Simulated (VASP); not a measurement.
Zn, 1 atom in the cell. It takes space group I4/mmm (No. 139, tetragonal). Conventional cell: a = 3.011 Å, b = 3.011 Å, c = 3.051 Å, α = 90.00°, β = 90.00°, γ = 90.00°. Zn (site symmetry 4/mmm) has 14 Zn at 2.62 to 3.05 Å within 3.5 Å.  This cell differs from its parent crystal: normal strain along x +0.0000, normal strain along z +0.0133.

* Program: VASP 6.6.1
* Task: single point
* Functional: LDA
* Potentials or basis: VASP PAW LDA potentials, release 64 (Zn)
* Cutoff: 520 eV
* k mesh: 20 × 20 × 20
* Occupations: gaussian, width 0.15 eV
* Spin: no spin polarisation
* Dipole correction: no
* Further INCAR settings: ALGO = Normal; EDIFF = 1e-06; NBANDS = 12

Potentials or basis: VASP PAW LDA potentials, release 64 (Zn).

Command:

```bash
$ cat potpaw_LDA.64/Zn/POTCAR > POTCAR
$ mpirun -np 1 vasp_std > vasp.out
```

Hardware: 1 thread of Intel(R) Xeon(R) 6975P-C (Granite Rapids) (shared host).

**Question.** How long does it take, and how much memory?

**Answer.** Run time: 27 s on 1 thread of Intel(R) Xeon(R) 6975P-C (Granite Rapids), on a shared host, peak memory 0.2 GiB. Counts: scf iterations 10, k points 641.
